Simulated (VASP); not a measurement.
HfO2, 6 atoms in the cell. The typed cell holds 6 atoms: a = 3.604 Å, b = 3.604 Å, c = 5.264 Å, α = 90.00°, β = 90.00°, γ = 90.00°.  This cell differs from its parent crystal: atoms moved at random.

| Property | Result |
| --- | --- |
| Program | VASP 6.6.1 |
| Task | single point |
| Functional | PBE |
| Potentials or basis | VASP PAW PBE potentials, release 64 (Hf_pv, O) |
| Cutoff | 520 eV |
| k mesh | 6 × 6 × 4 |
| Occupations | gaussian, width 0.05 eV |
| Spin | no spin polarisation |
| Dipole correction | no |
| Further INCAR settings | ALGO = Normal; EDIFF = 1e-06; NBANDS = 31 |

Potentials or basis: VASP PAW PBE potentials, release 64 (Hf_pv, O).

The run is started by

```console
$ cat potpaw_PBE.64/Hf_pv/POTCAR potpaw_PBE.64/O/POTCAR > POTCAR
$ mpirun -np 1 vasp_std > vasp.out
```

Hardware: 1 thread of AMD EPYC 7R13 Processor (Zen 3), with other jobs on the host.

**Question.** Estimate the wall time of this run.

**Answer.** It took 93 s on 1 thread of AMD EPYC 7R13 Processor (Zen 3) (shared host), peak memory 0.24 GiB. Counts: scf iterations 15, k points 76.
